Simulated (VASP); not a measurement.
# Re (Fm-3m) in VASP: further runs

The runs below take Re through single point, with r2SCAN.

Everything below comes from runs of VASP 6.6.1. Logs are shortened: lines on timing, memory, paths and dates and some standing lists are left out, and cuts for length are marked.

### Step 1. The cell of the first run

It takes space group Fm-3m (No. 225, cubic). Conventional cell: a = 3.950 Å, b = 3.950 Å, c = 3.950 Å, α = 90.00°, β = 90.00°, γ = 90.00°. Re (site symmetry m-3m) has 12 Re at 2.79 Å within 3.7 Å.

### Step 2. Single point, r2SCAN

Input file POSCAR:

```
Re
1.0
    0.0000000000      1.9750000000      1.9750000000
    1.9750000000      0.0000000000      1.9750000000
    1.9750000000      1.9750000000      0.0000000000
Re
1
Direct
    0.0000000000      0.0000000000      0.0000000000
```

Input file INCAR.step1:

```
SYSTEM = Re
PREC     = Accurate       ! precision mode
ENCUT    = 520            ! plane-wave cutoff, eV
ISMEAR   = 0              ! smearing method
SIGMA    = 0.15           ! smearing width, eV
LREAL    = .False.        ! projectors in reciprocal space
LASPH    = .True.         ! aspherical terms in the spheres
NELM     = 60             ! most SCF steps
NBANDS   = 10             ! bands
GGA      = PE             ! functional
ALGO     = Normal         ! electronic algorithm
EDIFF    = 1E-4           ! SCF threshold, eV
LWAVE    = .True.         ! write WAVECAR
LCHARG   = .False.        ! write CHGCAR
```

Input file INCAR.step2:

```
SYSTEM = Re
PREC     = Accurate       ! precision mode
ENCUT    = 520            ! plane-wave cutoff, eV
EDIFF    = 1E-7           ! SCF threshold, eV
ISMEAR   = 0              ! smearing method
SIGMA    = 0.15           ! smearing width, eV
LREAL    = .False.        ! projectors in reciprocal space
LASPH    = .True.         ! aspherical terms in the spheres
NELM     = 60             ! most SCF steps
ALGO     = Normal         ! electronic algorithm
ISIF     = 2              ! what is computed and relaxed
LWAVE    = .False.        ! write WAVECAR
LCHARG   = .False.        ! write CHGCAR
METAGGA  = R2SCAN         ! meta-GGA
LMIXTAU  = .True.       
NBANDS   = 10             ! bands
ISTART   = 1
```

Input file KPOINTS:

```
regular mesh
0
Gamma
  20 20 20
  0 0 0
```

Potentials or basis: VASP PAW PBE potentials, release 64 (Re).

Launch:

```
$ cat potpaw_PBE.64/Re/POTCAR > POTCAR
$ cp INCAR.step1 INCAR
$ mpirun -np 1 vasp_std > vasp.out
$ cp INCAR.step2 INCAR
$ mpirun -np 1 vasp_std > vasp.out
```

OUTCAR:

```text
SYSTEM = Re
   PREC = Accurate
   ENCUT = 520
   EDIFF = 1E-7
   ISMEAR = 0
   LREAL = .False.
   LASPH = .True.
   NELM = 60
   ISIF = 2
   METAGGA = R2SCAN
   ISTART = 1

 ion  position               nearest neighbor table
   1  0.000  0.000  0.000-

  LATTYP: Found a face centered cubic cell.
 ALAT       =     3.9500000000

  Lattice vectors:

 A1 = (   0.0000000000,   1.9750000000,   1.9750000000)
 A2 = (   1.9750000000,   0.0000000000,   1.9750000000)
 A3 = (   1.9750000000,   1.9750000000,   0.0000000000)

Analysis of symmetry for initial positions (statically):
=====================================================================
 Subroutine PRICEL returns:
 Original cell was already a primitive cell.

 Routine SETGRP: Setting up the symmetry group for a
 face centered cubic supercell.

 Subroutine GETGRP returns: Found 48 space group operations
 (whereof 48 operations were pure point group operations)
 out of a pool of 48 trial point group operations.

The static configuration has the point symmetry O_h .

Analysis of symmetry for dynamics (positions and initial velocities):
=====================================================================
 Subroutine PRICEL returns:
 Original cell was already a primitive cell.

 Routine SETGRP: Setting up the symmetry group for a
 face centered cubic supercell.

 Subroutine GETGRP returns: Found 48 space group operations
 (whereof 48 operations were pure point group operations)
 out of a pool of 48 trial point group operations.

The dynamic configuration has the point symmetry O_h .

 Subroutine INISYM returns: Found 48 space group operations
 (whereof 48 operations are pure point group operations),
 and found     1 'primitive' translations

----------------------------------------------------------------------------------------

                                     Primitive cell

  volume of cell :      15.4075

  direct lattice vectors                    reciprocal lattice vectors
     0.000000000  1.975000000  1.975000000    -0.253164557  0.253164557  0.253164557
     1.975000000  0.000000000  1.975000000     0.253164557 -0.253164557  0.253164557
     1.975000000  1.975000000  0.000000000     0.253164557  0.253164557 -0.253164557

  length of vectors
     2.793071786  2.793071786  2.793071786     0.438493875  0.438493875  0.438493875

  position of ions in fractional coordinates (direct lattice)
     0.000000000  0.000000000  0.000000000

  ion indices of the primitive-cell ions
   primitive index   ion index
                 1           1

----------------------------------------------------------------------------------------

 KPOINTS: regular mesh

Automatic generation of k-mesh.
 Grid dimensions read from file:
 generate k-points for:   20   20   20

 Generating k-lattice:

  Cartesian coordinates                     Fractional coordinates (reciprocal lattice)
    -0.012658228  0.012658228  0.012658228     0.050000000  0.000000000  0.000000000
     0.012658228 -0.012658228  0.012658228     0.000000000  0.050000000  0.000000000
     0.012658228  0.012658228 -0.012658228     0.000000000  0.000000000  0.050000000

  Length of vectors
     0.021924694  0.021924694  0.021924694

  Shift w.r.t. Gamma in fractional coordinates (k-lattice)
     0.000000000  0.000000000  0.000000000

 Subroutine IBZKPT returns following result:
 ===========================================

 Found    256 irreducible k-points:

 Following reciprocal coordinates:
            Coordinates               Weight
  0.000000  0.000000  0.000000      1.000000
  0.050000  0.000000  0.000000      8.000000
  0.100000  0.000000  0.000000      8.000000
  0.150000  0.000000  0.000000      8.000000
  0.200000  0.000000  0.000000      8.000000
  0.250000  0.000000  0.000000      8.000000
[... 16 lines left out ...]
 -0.400000  0.050000  0.000000     24.000000
 -0.350000  0.050000  0.000000     24.000000
 [... further k-points ...]
   k-points           NKPTS =    256   k-points in BZ     NKDIM =    256   number of bands    NBANDS=     10
   number of dos      NEDOS =    301   number of ions     NIONS =      1
   total plane-waves  NPLWV =  13824
   dimension x,y,z NGX =    24 NGY =   24 NGZ =   24
   dimension x,y,z NGXF=    48 NGYF=   48 NGZF=   48
   ions per type =               1
   NGX,Y,Z   is equivalent  to a cutoff of  14.28, 14.28, 14.28 a.u.
   NGXF,Y,Z  is equivalent  to a cutoff of  28.57, 28.57, 28.57 a.u.
 SYSTEM =  Re
   PREC   = accura    normal or accurate (medium, high low for compatibility)
   ISTART =      1    job   : 0-new  1-cont  2-samecut
   ICHARG =      0    charge: 1-file 2-atom 10-const
   ISPIN  =      1    spin polarized calculation?
   LNONCOLLINEAR =      F non collinear calculations
   LSORBIT =      F    spin-orbit coupling
   LASPH  =      T    aspherical Exc in radial PAW
   ENCUT  =  520.0 eV  38.22 Ry    6.18 a.u.   5.19  5.19  5.19*2*pi/ulx,y,z
   NELM   =     60;   NELMIN=  2; NELMDL=  0     # of ELM steps
   EDIFF  = 0.1E-06   stopping-criterion for ELM
   LREAL  =      F    real-space projection
   EDIFFG = 0.1E-05   stopping-criterion for IOM
   NSW    =      0    number of steps for IOM
   IBRION =     -1    ionic relax: 0-MD 1-quasi-New 2-CG
   NFREE  =      0    steps in history (QN), initial steepest desc. (CG)
   ISIF   =      2    stress and relaxation
   ISYM   =      2    0-nonsym 1-usesym 2-fastsym
   POTIM  = 0.5000    time-step for ionic-motion
   TEBEG  =    0.0;   TEEND  =   0.0 temperature during run
   PSTRESS=    0.0 pullay stress
   NELECT =       7.0000    total number of electrons
   NUPDOWN=      -1.0000    fix difference up-down
   EMIN   =  10.00;   EMAX   =-10.00  energy-range for DOS
   EFERMI =   0.00;   METHOD = LEGACY
   ISMEAR =     0;   SIGMA  =   0.15  broadening in eV -4-tet -1-fermi 0-gaus
   EFERMI_NEDOS =   21; number of points for ismear=-14 and -15
   IALGO  =     38    algorithm
   IMIX   =      4    mixing-type and parameters
     AMIX     =   0.40;   BMIX     =  1.00
     AMIX_MAG =   1.60;   BMIX_MAG =  1.00
  volume/ion in A,a.u.               =      15.41       103.97
  Fermi-wavevector in a.u.,A,eV,Ry     =   1.258531  2.378278 21.550255  1.583899
  Thomas-Fermi vector in A             =   2.392135
   LORBIT       =      0    0 simple, 1 ext, 2 COOP (PROOUT), +10 PAW based schemes
   METAGGA = R2SCAN    functional components
   LHFCALC =     F    Hartree Fock is set to
   AEXX    =    0.0000 exact exchange contribution
   IVDW    =     0    specifies the selected vdW correction
   LEPSILON=     F    determine dielectric tensor
   LRPA    =     F    only Hartree local field effects (RPA)
 non-spin polarized calculation
 Gauss-broadening in eV      SIGMA  =   0.15
  energy-cutoff  :      520.00
  volume of cell :       15.41
 maximum number of plane-waves:       428
 NGX is ok and might be reduce to    24
   NGX = 11   NGY = 11   NGZ = 11

 number of electron       7.0000000 magnetization

 Free energy of the ion-electron system (eV)
  ---------------------------------------------------
  ext. energy  EPLUGINS =         0.00000000
  ---------------------------------------------------
  free energy    TOTEN  =       -52.36370824 eV

  energy without entropy =      -52.35474297  energy(sigma->0) =      -52.35922560

 E-fermi :   7.4464     XC(G=0): -14.7088

 val. band max:        7.4449076415   @ k =   0.5000   0.0000   0.0000
 cond. band min:       7.4630414161   @ k =  -0.4500   0.2500   0.0000
 fundamental gap:      0.0181337746
 Fermi energy:         7.4463967828

 k-point     1 :       0.0000    0.0000    0.0000
  band No.  band energies     occupation
      1      -2.8996      2.00000
      2       5.5176      2.00000
      3       5.5176      2.00000
      4       5.5176      2.00000
      5       8.7020      0.00000
      6       8.7020      0.00000
      7      21.8831      0.00000
      8      27.7186      0.00000
      9      27.7186      0.00000
     10      27.7186      0.00000

 k-point     2 :       0.0500    0.0000    0.0000
  band No.  band energies     occupation
      1      -2.7835      2.00000
      2       5.4373      2.00000
      3       5.5718      2.00000
      4       5.5718      2.00000
      5       8.6590      0.00000
      6       8.6590      0.00000
      7      22.1078      0.00000
      8      27.0540      0.00000
      9      27.9261      0.00000
     10      27.9261      0.00000

 k-point     3 :       0.1000    0.0000    0.0000
  band No.  band energies     occupation
      1      -2.4446      2.00000
      2       5.2235      2.00000
      3       5.7185      2.00000
      4       5.7185      2.00000
      5       8.5560      0.00000
      6       8.5560      0.00000
      7      22.7336      0.00000
      8      25.7771      0.00000
      9      28.5327      0.00000
     10      28.5327      0.00000

 k-point     4 :       0.1500    0.0000    0.0000
  band No.  band energies     occupation
      1      -1.9138      2.00000
      2       4.9478      2.00000
      3       5.9024      2.00000
      4       5.9024      2.00000
      5       8.4721      0.00000
      6       8.4721      0.00000
      7      23.5008      0.00000
      8      24.6000      0.00000
      9      29.4941      0.00000
     10      29.4941      0.00000
[... 222 lines left out ...]
 k-point    22 :      -0.4500    0.0500    0.0000
  band No.  band energies     occupation
      1       0.6328      2.00000
      2       5.2754      2.00000
      3       5.4727      2.00000
      4       7.0867      1.99931
      5      10.8980      0.00000
      6      11.4186      0.00000
      7      17.3263      0.00000
      8      21.6906      0.00000
      9      27.7770      0.00000
     10      28.2986      0.00000

 k-point    23 :      -0.4000    0.0500    0.0000
  band No.  band energies     occupation
      1       0.6130      2.00000
      2       5.3802      2.00000
      3       5.5490      2.00000
      4       6.4553      2.00000
      5      10.4247      0.00000
      6      11.1568      0.00000
      7      18.1855      0.00000
      8      22.1553      0.00000
      9      28.2036      0.00000
     10      29.2880      0.00000

 k-point    24 :      -0.3500    0.0500    0.0000
  band No.  band energies     occupation
      1       0.5176      2.00000
      2       5.5417      2.00000
      3       5.6295      2.00000
      4       5.6926      2.00000
      5       9.7926      0.00000
      6      10.6609      0.00000
      7      19.3447      0.00000
      8      23.0641      0.00000
      9      29.1175      0.00000
     10      30.7756      0.00000

 [... further k-points ...]

------------------------ aborting loop because EDIFF is reached ----------------------------------------

  FORCE on cell =-STRESS in cart. coord.  units (eV):
  Direction    XX          YY          ZZ          XY          YZ          ZX
  --------------------------------------------------------------------------------------
  -------------------------------------------------------------------------------------
  Total       -1.5070808     -1.5070808     -1.5070808     -0.0000000      0.0000000     -0.0000000
  in kB     -156.7169015   -156.7169015   -156.7169015     -0.0000000      0.0000000     -0.0000000
  external PRESSURE =    -156.7169015 kB  Pullay stress =       0.0000000 kB

 VOLUME and BASIS-vectors are now :
 -----------------------------------------------------------------------------
  energy-cutoff  :      520.00
  volume of cell :       15.41
      direct lattice vectors                 reciprocal lattice vectors
     0.000000000  1.975000000  1.975000000    -0.253164557  0.253164557  0.253164557
     1.975000000  0.000000000  1.975000000     0.253164557 -0.253164557  0.253164557
     1.975000000  1.975000000  0.000000000     0.253164557  0.253164557 -0.253164557

 POSITION                                       TOTAL-FORCE (eV/Angst)
 -----------------------------------------------------------------------------------
      0.00000      0.00000      0.00000         0.000000      0.000000     -0.000000
 -----------------------------------------------------------------------------------
    total drift:                               -0.000000      0.000000     -0.000000

  FREE ENERGIE OF THE ION-ELECTRON SYSTEM (eV)
  ---------------------------------------------------
  free  energy   TOTEN  =       -52.3637082365 eV

  energy  without entropy=      -52.3547429676  energy(sigma->0) =      -52.35922560
```

It took 72 s on 1 thread of Intel Xeon Platinum 8488C (Sapphire Rapids), shared host; peak memory 0.18 GiB.

What came out:

```yaml
Free_energy: -52.3637 eV
Pressure: -15.7 GPa
```

Caveat: the PAW data sets were made with another functional, which shifts forces and pressure a little; spin-orbit coupling is left out, which moves the levels of the heavy elements.

### Step 3. Single point, r2SCAN

POSCAR is that of step 2.

Input file INCAR.step1:

```
ALGO = Normal
EDIFF = 1E-4
ENCUT = 520
GGA = PE
ISMEAR = 0
LASPH = True
LCHARG = False
LREAL = False
LWAVE = True
NBANDS = 10
NELM = 80
PREC = Accurate
SIGMA = 0.15
```

Input file INCAR.step2:

```
ALGO = Normal
EDIFF = 1E-6
ENCUT = 520
ISIF = 2
ISMEAR = 0
ISTART = 1
LASPH = True
LCHARG = True
LELF = True
LMIXTAU = True
LREAL = False
LVHAR = True
LWAVE = False
METAGGA = R2SCAN
NBANDS = 10
NELM = 80
PREC = Accurate
SIGMA = 0.15
```

Input file KPOINTS:

```
k-points
0
Gamma
  22 22 22
```

Potentials or basis: VASP PAW PBE potentials, release 64 (Re).

Launch:

```
$ cat potpaw_PBE.64/Re/POTCAR > POTCAR
$ cp INCAR.step1 INCAR
$ mpirun -np 1 vasp_std > vasp.out
$ cp INCAR.step2 INCAR
$ mpirun -np 1 vasp_std > vasp.out
```

Wall time 91 s (1 thread of Intel Xeon Platinum 8488C (Sapphire Rapids), shared host); peak memory 0.19 GiB.

It converged, with:

| Quantity | Value |
| --- | --- |
| Free energy | -52.3638 eV |
| Pressure | -15.7 GPa |

Levels at points of the mesh, in eV from the Fermi level:
```csv
k point,band 1,band 2,band 3,band 4,band 5,band 6,band 7,band 8
"(0.00, 0.00, 0.00)",-10.34,-1.92,-1.92,-1.92,1.26,1.26,14.44,20.28
"(0.50, 0.00, 0.00)",-6.91,-2.07,-2.07,0.00,3.66,3.66,9.77,13.93
"(0.50, 0.50, 0.00)",-6.73,-5.93,2.60,3.66,4.32,4.32,12.48,12.48
```

Caveat: the PAW data sets were made with another functional, which shifts forces and pressure a little; spin-orbit coupling is left out, which moves the levels of the heavy elements.
